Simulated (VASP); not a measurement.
# Sn2GeP2 (I4/mmm) in VASP: a series of runs, part 2 of 2

VASP 6.6.1. Earlier steps stand in the parts before.

### 3 Single point, PBE

This run uses another cell than the first one, of 22.48 Å³/atom.

INCAR

```
SYSTEM = Sn2GeP2
PREC = Accurate
ENCUT = 520
EDIFF = 1E-6
ISMEAR = 0
SIGMA = 0.1
LREAL = .FALSE.
LASPH = .TRUE.
NELM = 60
ALGO = Normal
ISIF = 2
LWAVE = .FALSE.
LCHARG = .FALSE.
GGA = PE
NBANDS = 34
```

KPOINTS

```
Automatic mesh
0
G
  6 6 6
  0 0 0
```

POSCAR

```
Sn2GeP2
1.0
   -2.2995920800      2.2995920800      5.3147733600
    2.2995920800     -2.2995920800      5.3147733600
    2.2995920800      2.2995920800     -5.3147733600
Sn Ge P
2 1 2
Direct
    0.2500000000      0.7500000000      0.5000000000
    0.7500000000      0.2500000000      0.5000000000
    0.0000000000      0.0000000000      0.0000000000
    0.6345484900      0.6345484900      0.0000000000
    0.3654515100      0.3654515100      0.0000000000
```

Potentials or basis: VASP PAW PBE potentials, release 64 (Sn_d, Ge_d, P).

Started as:

```bash
$ cat potpaw_PBE.64/Sn_d/POTCAR potpaw_PBE.64/Ge_d/POTCAR potpaw_PBE.64/P/POTCAR > POTCAR
$ mpirun -np 1 vasp_std > vasp.out
```

OUTCAR:

```text
SYSTEM = Sn2GeP2
   PREC = Accurate
   ENCUT = 520
   EDIFF = 1E-6
   ISMEAR = 0
   LREAL = .FALSE.
   LASPH = .TRUE.
   NELM = 60
   ISIF = 2
   GGA = PE

 ion  position               nearest neighbor table
   1  0.250  0.750  0.500-   5 2.61   4 2.61   5 2.61   4 2.61   2 3.25   2 3.25   2 3.25   2 3.25

   2  0.750  0.250  0.500-   5 2.61   4 2.61   5 2.61   4 2.61   1 3.25   1 3.25   1 3.25   1 3.25

   3  0.000  0.000  0.000-
   4  0.635  0.635  0.000-   1 2.61   2 2.61   1 2.61   2 2.61   5 2.86
   5  0.365  0.365  0.000-   1 2.61   2 2.61   1 2.61   2 2.61   4 2.86

  LATTYP: Found a body centered tetragonal cell.
 ALAT       =     4.5991841600
 C/A-ratio  =     2.3111809291

  Lattice vectors:

 A1 = (  -2.2995920800,   2.2995920800,   5.3147733600)
 A2 = (   2.2995920800,  -2.2995920800,   5.3147733600)
 A3 = (   2.2995920800,   2.2995920800,  -5.3147733600)

Analysis of symmetry for initial positions (statically):
=====================================================================
 Subroutine PRICEL returns:
 Original cell was already a primitive cell.

 Routine SETGRP: Setting up the symmetry group for a
 body centered tetragonal supercell.
[... 170 lines left out ...]
  free energy    TOTEN  =       -19.92010929 eV

  energy without entropy =      -19.89906843  energy(sigma->0) =      -19.90958886

 E-fermi :   7.2851     XC(G=0): -10.2664

 val. band max:        7.2789408488   @ k =   0.1667   0.1667   0.1667
 cond. band min:       7.2965824012   @ k =   0.5000   0.1667   0.0000
 fundamental gap:      0.0176415523
 Fermi energy:         7.2850901470

 k-point     1 :       0.0000    0.0000    0.0000
  band No.  band energies     occupation
      1     -17.8264      2.00000
      2     -17.8242      2.00000
      3     -17.8012      2.00000
      4     -17.8012      2.00000
      5     -17.7908      2.00000
      6     -14.6815      2.00000
[... 877 lines left out ...]
     33      11.3801      0.00000
     34      11.6917      0.00000

 [... further k-points ...]
[... 5 lines left out ...]
  --------------------------------------------------------------------------------------
  -------------------------------------------------------------------------------------
  Total        6.7603578      6.7603578      2.0920312      0.0000000      0.0000000      0.0000000
  in kB       96.3460498     96.3460498     29.8148335      0.0000000      0.0000000      0.0000000
  external PRESSURE =      74.1689777 kB  Pullay stress =       0.0000000 kB

 VOLUME and BASIS-vectors are now :
 -----------------------------------------------------------------------------
  energy-cutoff  :      520.00
  volume of cell :      112.42
      direct lattice vectors                 reciprocal lattice vectors
    -2.299592080  2.299592080  5.314773360     0.000000000  0.217429867  0.094077389
     2.299592080 -2.299592080  5.314773360     0.217429867  0.000000000  0.094077389
     2.299592080  2.299592080 -5.314773360     0.217429867  0.217429867  0.000000000

 POSITION                                       TOTAL-FORCE (eV/Angst)
 -----------------------------------------------------------------------------------
      2.29959      0.00000      2.65739        -0.000000     -0.000000      0.000000
      0.00000      2.29959      2.65739        -0.000000     -0.000000      0.000000
      0.00000      0.00000      0.00000        -0.000000     -0.000000      0.000000
      0.00000      0.00000      6.74496         0.000000      0.000000     -1.421275
      0.00000      0.00000      3.88458        -0.000000     -0.000000      1.421275
 -----------------------------------------------------------------------------------
    total drift:                                0.000000     -0.000000      0.000000

  FREE ENERGIE OF THE ION-ELECTRON SYSTEM (eV)
  ---------------------------------------------------
  free  energy   TOTEN  =       -19.9201092943 eV

  energy  without entropy=      -19.8990684253  energy(sigma->0) =      -19.90958886
```

stdout:

```text
POSCAR found type information on POSCAR SnGeP
 POSCAR found :  3 types and       5 ions
 scaLAPACK will be used
 LDA part: xc-table for (Slater+PW92), standard interpolation
 POSCAR, INCAR and KPOINTS ok, starting setup
 FFT: planning ... GRIDC
 FFT: planning ... GRID_SOFT
 FFT: planning ... GRID
 WAVECAR not read
 entering main loop
```

Wall time 2.7 min (1 thread of Intel Xeon Platinum 8375C at 2.90GHz (Ice Lake), shared host); peak memory 0.37 GiB.

What came out:

* Free energy: -19.9201 eV
* Pressure: 7.4 GPa
* Largest force: 1.421 eV/Å
* Band gap on the k mesh: zero (bands 26 and 27 overlap by 1.08 eV)

Forces in eV/Å, atoms in the order of the input:
```
Sn   0.000  0.000  0.000
Sn   0.000  0.000  0.000
Ge   0.000  0.000  0.000
P    0.000  0.000 -1.421
P    0.000  0.000  1.421
```

Caveat: the stress differs along the axes, from 3 to 10 GPa; spin-orbit coupling is left out, which moves the levels of the heavy elements; forces of over 1 eV/Å act on the atoms, so gaps and moduli don't describe the material at rest.

### 4 Relaxation of cell and atoms, PBE

This run uses another cell than the first one, of 22.48 Å³/atom.

INCAR

```
PREC = Accurate
ENCUT = 600
EDIFF = 1E-7
ISMEAR = 0
SIGMA = 0.1
LREAL = F
LASPH = T
NELM = 80
ALGO = Normal
ISIF = 3
LWAVE = F
LCHARG = F
GGA = PE
IBRION = 2
NSW = 90
EDIFFG = -0.04
```

KPOINTS

```
Automatic mesh
0
Gamma
  6 6 6
```

POSCAR is that of step 3.

Started as:

```bash
$ cat potpaw_PBE.64/Sn_d/POTCAR potpaw_PBE.64/Ge_d/POTCAR potpaw_PBE.64/P/POTCAR > POTCAR
$ mpirun -np 1 vasp_std > vasp.out
```

Wall time 81 min (1 thread of Intel Xeon Platinum 8375C at 2.90GHz (Ice Lake), shared host); peak memory 0.46 GiB.

Results (log left out):

| Property | Result |
| --- | --- |
| Free energy | -21.7173 eV |
| Relaxed volume | 22.16 Å³/atom |
| Relaxed cell | a = 5.413 Å, b = 5.413 Å, c = 5.413 Å, α = 120.78°, β = 120.78°, γ = 88.65° |
| Space group after relaxing (to 0.1 Å) | I4/mmm (No. 139) |
| Pressure after relaxing | 0.0 GPa |
| Largest force after relaxing | 0.016 eV/Å |
| Band gap on the k mesh | zero (bands 26 and 27 overlap by 2.90 eV) |

Forces on the atoms (eV/Å):
```
Sn   0.000  0.000  0.000
Sn   0.000  0.000  0.000
Ge   0.000  0.000  0.000
P    0.000  0.000 -0.016
P    0.000  0.000  0.016
```

Final structure:
```
Sn Ge P
1.0
    -2.67452    2.67452    3.87244
     2.67452   -2.67452    3.87244
     2.67452    2.67452   -3.87244
Sn Ge P
2 1 2
Direct
  0.25000 0.75000 0.50000
  0.75000 0.25000 0.50000
  0.00000 0.00000 0.00000
  0.64458 0.64458 0.00000
  0.35542 0.35542 0.00000
```

Levels at points of the mesh, in eV from the Fermi level:
```tsv
k point	band 23	band 24	band 25	band 26	band 27	band 28	band 29	band 30
(0.00, 0.00, 0.00)	-3.45	-3.45	-2.28	-2.23	-1.14	-1.14	-1.09	3.03
(0.50, 0.00, 0.00)	-3.82	-1.40	-1.18	0.41	0.49	1.19	2.50	2.75
(0.50, 0.50, 0.00)	-1.04	-0.94	-0.76	0.38	1.46	1.74	1.86	2.58
(0.50, 0.50, 0.50)	-2.45	-1.64	-1.64	0.00	0.64	0.81	0.81	3.36
```

Caveat: spin-orbit coupling is left out, which moves the levels of the heavy elements.

### 5 Single point, PBE

INCAR

```
SYSTEM = Sn2GeP2
  ALGO = Normal
  EDIFF = 1E-7
  ENCUT = 520
  GGA = PE
  ISIF = 2
  ISMEAR = 0
  LASPH = .TRUE.
  LCHARG = .FALSE.
  LREAL = .FALSE.
  LWAVE = .FALSE.
  NBANDS = 34
  NELM = 60
  PREC = Accurate
  SIGMA = 0.1
```

KPOINTS

```
k-points
0
G
  10 10 10
  0 0 0
```

POSCAR

```
Sn2GeP2
1.0
   -2.6821572334      2.6821572334      3.8534493389
    2.6821572334     -2.6821572334      3.8534493389
    2.6821572334      2.6821572334     -3.8534493389
Sn Ge P
2 1 2
Direct
    0.2500000000      0.7500000000      0.5000000000
    0.7500000000      0.2500000000      0.5000000000
    0.0000000000      0.0000000000      0.0000000000
    0.6463169804      0.6463169804      0.0000000000
    0.3536830196      0.3536830196      0.0000000000
```

Started as:

```bash
$ cat potpaw_PBE.64/Sn_d/POTCAR potpaw_PBE.64/Ge_d/POTCAR potpaw_PBE.64/P/POTCAR > POTCAR
$ mpirun -np 1 vasp_std > vasp.out
```

Wall time 4.6 min (1 thread of Intel Xeon Platinum 8375C at 2.90GHz (Ice Lake), shared host); peak memory 0.49 GiB.

It converged, with:

* Free energy: -21.7164 eV
* Pressure: -0.1 GPa
* Largest force: 0.027 eV/Å
* Band gap on the k mesh: zero (bands 26 and 27 overlap by 3.33 eV)

Forces on the atoms (eV/Å):
```
Sn   0.000  0.000  0.000
Sn   0.000  0.000  0.000
Ge   0.000  0.000  0.000
P    0.000  0.000 -0.027
P    0.000  0.000  0.027
```

Levels at points of the mesh, in eV from the Fermi level:
```csv
k point,band 22,band 23,band 24,band 25,band 26,band 27,band 28,band 29,band 30,band 31
"(0.00, 0.00, 0.00)",-4.27,-3.38,-3.38,-2.26,-2.17,-1.12,-1.12,-1.07,3.05,5.67
"(0.50, 0.00, 0.00)",-4.48,-3.80,-1.31,-1.10,0.47,0.48,1.19,2.61,2.90,3.15
"(0.50, 0.50, 0.00)",-2.88,-0.98,-0.96,-0.69,0.44,1.43,1.73,1.90,2.56,2.73
"(0.50, 0.50, 0.50)",-2.95,-2.33,-1.62,-1.62,-0.03,0.65,0.86,0.86,3.47,4.68
```

Caveat: spin-orbit coupling is left out, which moves the levels of the heavy elements.

### 6 The runs side by side

```csv
task,cell,k mesh,cutoff (eV),gap on the mesh (eV),pressure (GPa),largest force (eV/Å)
single point,"a = 5.411 Å, angles 120.7, 120.7, 88.7°, 5 atoms, atomic positions A",6 × 6 × 6,520,none,0.0,0.05
single point,"a = 6.231 Å, angles 136.7, 136.7, 62.9°, 5 atoms, atomic positions B",6 × 6 × 6,520,none,7.4,1.42
relaxation of cell and atoms,"relaxed from a = 6.231 Å, angles 136.7, 136.7, 62.9°, 5 atoms, atomic positions B",6 × 6 × 6,600,none,0.0,0.02
single point,"a = 5.407 Å, angles 120.5, 120.5, 89.1°, 5 atoms, atomic positions C",10 × 10 × 10,520,none,-0.1,0.03
```

Alike in all rows: level PBE; potentials or basis VASP PAW PBE potentials, release 64 (Sn_d, Ge_d, P); no spin polarisation; smearing gaussian 0.1 eV.

Caveats: spin-orbit coupling is left out, which moves the levels of the heavy elements; the stress differs along the axes, from 3 to 10 GPa (at least some runs); forces of over 1 eV/Å act on the atoms, so gaps and moduli don't describe the material at rest (at least some runs).

Absolute energies hang on the potentials; compare differences alone.

The gap in the log of VASP goes by the Fermi energy; the results here count the filled bands.